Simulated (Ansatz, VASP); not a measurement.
One calculation of Eu, two programs

```xyz
1
Lattice="-2.2066 2.2066 2.2066 2.2066 -2.2066 2.2066 2.2066 2.2066 -2.2066" Properties=species:S:1:pos:R:3 pbc="T T T"
Eu    0.0000    0.0000    0.0000
```

Change from the starting cell: volume scaled by 1.02.

Alike in both runs: task single point; functional PBE; k mesh 14 × 14 × 14; occupations fermi-dirac, width 0.05 eV; collinear spin.

|  | VASP | Ansatz |
| --- | --- | --- |
| version | VASP 6.6.1 | Ansatz 0.2.0 |
| potentials or method | VASP PAW PBE potentials, release 64 (Eu), cutoff 520 eV | all-electron LAPW, scalar-relativistic |

|  | VASP | Ansatz | Ansatz less VASP |
| --- | --- | --- | --- |
| pressure (GPa) | -0.5 | -0.2 | +0.33 |
| net moment per atom (μB) | 7.27 | 7.27 | +0.005 |
| size of the moment on the site where the two differ most (μB) | 6.67 | 7.11 | +0.442 |

Site moments also hang on the region over which each program counts them. Ansatz ran all-electron here, and VASP with PAW potentials.

Neither program's run includes spin-orbit coupling.
